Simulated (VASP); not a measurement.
SnO: single point with PBE+D3(BJ)

SnO, a slab with vacuum:

```xyz
8
Lattice="3.8202 0.0000 0.0000 0.0000 3.8202 0.0000 0.0000 0.0000 22.2261" Properties=species:S:1:pos:R:3 pbc="T T T"
Sn    2.8651    0.9550    4.5000
Sn    0.9550    2.8651    6.8630
Sn    1.9101    4.7752   11.2630
Sn    0.0000    6.6853   13.6261
O     0.9550    0.9550    5.6815
O     2.8651    2.8651    5.6815
O     0.0000    4.7752   12.4446
O     1.9101    6.6853   12.4446
```

This cell differs from its parent crystal: layers slid over each other.

| Property | Result |
| --- | --- |
| Program | VASP 6.6.1 |
| Task | single point |
| Functional | PBE |
| Dispersion | D3(BJ) |
| Potentials or basis | VASP PAW PBE potentials, release 64 (Sn_d, O) |
| Cutoff | 520 eV |
| k mesh | 7 × 7 × 1 |
| Occupations | gaussian, width 0.05 eV |
| Spin | no spin polarisation |

```yaml
Largest_force: 0.164 eV/Å
Band_gap_on_the_k_mesh: 2.60 eV (least direct gap 2.62 eV)
Dispersion_energy_per_atom: -0.153 eV
```

Forces on the atoms (eV/Å):
```
Sn  -0.002  0.000 -0.083
Sn  -0.005  0.000  0.164
Sn   0.005  0.000 -0.164
Sn   0.002  0.000  0.083
O    0.003  0.000  0.008
O   -0.010  0.000  0.008
O    0.010  0.000 -0.008
O   -0.003  0.000 -0.008
```

Levels at points of the mesh, in eV from the valence-band top:
```csv
k point,band 37,band 38,band 39,band 40,band 41,band 42,band 43,band 44
"(0.00, 0.00, 0.00)",-1.88,-1.88,-0.48,-0.02,2.60,2.93,2.93,3.73
```

Run time: 5.8 min on 1 thread of Oxide Virtual Turin-like Processor, with other jobs on the host, peak memory 0.41 GiB.

Caveat: the cell differs from its parent crystal (layers slid over each other); spin-orbit coupling is left out, which moves the levels of the heavy elements.
